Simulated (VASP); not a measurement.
Cs, 2 atoms in the cell. Symmetry: P6_3/mmc, No. 194, hexagonal system. Conventional cell: a = 5.640 Å, b = 5.640 Å, c = 9.380 Å, α = 90.00°, β = 90.00°, γ = 120.00°. 

```yaml
Program: VASP 6.6.1
Task: single point
Functional: r2SCAN
Potentials_or_basis: VASP PAW PBE potentials, release 64 (Cs_sv)
Cutoff: 520 eV
k_mesh: 5 × 5 × 3
Occupations: gaussian, width 0.1 eV
Spin: no spin polarisation
Dipole_correction: no
Further_INCAR_settings: ALGO = Normal; EDIFF = 1e-07; NBANDS = 16
```

Potentials or basis: VASP PAW PBE potentials, release 64 (Cs_sv).

Command:

```console
$ cat potpaw_PBE.64/Cs_sv/POTCAR > POTCAR
$ cp INCAR.step1 INCAR
$ mpirun -np 1 vasp_std > vasp.out
$ cp INCAR.step2 INCAR
$ mpirun -np 1 vasp_std > vasp.out
```

Hardware: 1 thread of AMD EPYC 9R45 96-Core Processor (Zen 5) (shared host).

Task: How long does it take, and how much memory?

Result: It took 2.7 min on 1 thread of AMD EPYC 9R45 96-Core Processor (Zen 5) (shared host), peak memory 0.36 GiB. Counts: k points 10.
